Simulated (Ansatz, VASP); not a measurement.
## Be2ZnSe3 in VASP and in Ansatz

```
CELL_PARAMETERS angstrom
3.10225 -5.57499 0.00000
3.10225 5.57499 0.00000
0.00000 0.00000 3.34173
ATOMIC_POSITIONS crystal
Be 0.50000 0.00000 0.50000
Be 0.00000 0.50000 0.50000
Zn 0.00000 0.00000 0.00000
Se 0.79374 0.20626 0.00000
Se 0.20626 0.79374 0.00000
Se 0.50000 0.50000 0.50000
```

Change from the starting cell: species swapped into the LaAl2Cu3 type (Cmmm, No. 65).

Alike in both runs: functional PBE; k mesh 4 × 4 × 4; occupations gaussian, width 0.1 eV; no spin polarisation.

Ansatz relaxed the structure, and its values are those at the end. VASP's run is a single point on that final structure, the one shown.

|  | VASP | Ansatz |
| --- | --- | --- |
| version | VASP 6.6.1 | Ansatz 0.2.0 |
| potentials or method | VASP PAW PBE potentials, release 64 (Be, Zn, Se), cutoff 520 eV | scalar-relativistic, plane waves, PAW |
| valence electrons in the cell | 34 | 64 |

|  | VASP | Ansatz | Ansatz less VASP |
| --- | --- | --- | --- |
| gap on the k mesh at the Fermi level (eV) | none | none | - |
| pressure (GPa) | 0.2 | 0.0 | -0.18 |
| rms of the force components (eV/Å) | 0.012 | 0.001 | -0.0114 |

A gap of «none» marks a metal or a gap that the smearing closes. VASP's potentials hold 34 valence electrons a cell and Ansatz's 64, so a difference there can come from the potentials and not from the codes.

The k mesh is coarse, so the values compare programs but aren't converged.
